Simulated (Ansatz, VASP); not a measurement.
**Bi in VASP and in Ansatz**

The input INCAR:

```
SYSTEM = Bi
PREC = Accurate
ENCUT = 520
EDIFF = 1E-7
ISMEAR = 0
SIGMA = 0.15
LREAL = .FALSE.
LASPH = .TRUE.
NELM = 80
ALGO = Fast
ISIF = 2
LWAVE = .FALSE.
LCHARG = .FALSE.
NBANDS = 14
```

KPOINTS

```
Automatic mesh
0
G
  18 18 18
  0 0 0
```

POSCAR

```
Bi
1.0
   -1.9219876158      1.9219876158      1.9219876158
    1.9219876158     -1.9219876158      1.9219876158
    1.9219876158      1.9219876158     -1.9219876158
Bi
1
Direct
    0.0000000000      0.0000000000      0.0000000000
```

Input for Ansatz:

```yaml
crystal:
  lattice:
    - [-1.9219876158, 1.9219876158, 1.9219876158]
    - [1.9219876158, -1.9219876158, 1.9219876158]
    - [1.9219876158, 1.9219876158, -1.9219876158]
  atoms:
    - { symbol: Bi, position: [0.0, 0.0, 0.0] }
basis:
  ecutwfc: 420
kpoints:
  mp_grid: { grid: [18, 18, 18] }
hamiltonian:
  xc: lda
scf:
  occupations: { method: gaussian, width: 0.15 }
output:
  forces: true
  stress: true
  eigenvalues: true
```

Change from the starting cell: strain -0.030 along x and y, -0.030 along z, atoms carried along.

Alike in both runs: task single point; functional LDA; k mesh 18 × 18 × 18; occupations gaussian, width 0.15 eV; no spin polarisation.

```csv
,VASP,Ansatz
version,VASP 6.6.1,Ansatz 0.2.0
potentials or method,"VASP PAW LDA potentials, release 64 (Bi_d), cutoff 520 eV","scalar-relativistic, plane waves, PAW"
valence electrons in the cell,15,15
```

VASP gave:

- gap on the k mesh at the Fermi level (eV): none
- pressure (GPa): 2.3

**Question.** What did Ansatz give for the same quantities?

**Answer.** gap on the k mesh at the Fermi level (eV): none; pressure (GPa): 2.2.

LDA's correlation is that of Perdew and Zunger in VASP and of Perdew and Wang (1992) in Ansatz. A gap of «none» marks a metal or a gap that the smearing closes.

Neither program's run includes spin-orbit coupling.
